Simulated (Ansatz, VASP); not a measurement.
Ta4W: VASP beside Ansatz

```
Ta W
1.0
     2.32306    1.34122    4.75455
    -2.32306    1.34122    4.75455
     0.00000   -2.68244    4.75455
Ta W
4 1
Direct
  0.89751 0.89751 0.89751
  0.10249 0.10249 0.10249
  0.69561 0.69561 0.69561
  0.30439 0.30439 0.30439
  0.50000 0.50000 0.50000
```

Alike in both runs: functional PBE; k mesh 12 × 12 × 12; occupations gaussian, width 0.1 eV; no spin polarisation.

Ansatz relaxed the structure, and its values are those at the end. VASP's run is a single point on that final structure, the one shown.

```csv
,VASP,Ansatz
version,VASP 6.6.1,Ansatz 0.2.0
potentials or method,"VASP PAW PBE potentials, release 64 (Ta_pv, W_sv), cutoff 520 eV","scalar-relativistic, plane waves, PAW"
valence electrons in the cell,58,66
```

Ansatz gave:

```
gap on the k mesh at the Fermi level (eV) : none
pressure (GPa)                            : 0.0
rms of the force components (eV/Å)        : 0.000
```

Q: Which values does VASP return?

A: gap on the k mesh at the Fermi level (eV): none; pressure (GPa): 0.2; rms of the force components (eV/Å): 0.004.

A gap of «none» marks a metal or a gap that the smearing closes. The functional is the same, so the differences come from potentials, cutoffs and numerics. VASP's potentials hold 58 valence electrons a cell and Ansatz's 66, so a difference there can come from the potentials and not from the codes.

Neither program's run includes spin-orbit coupling.
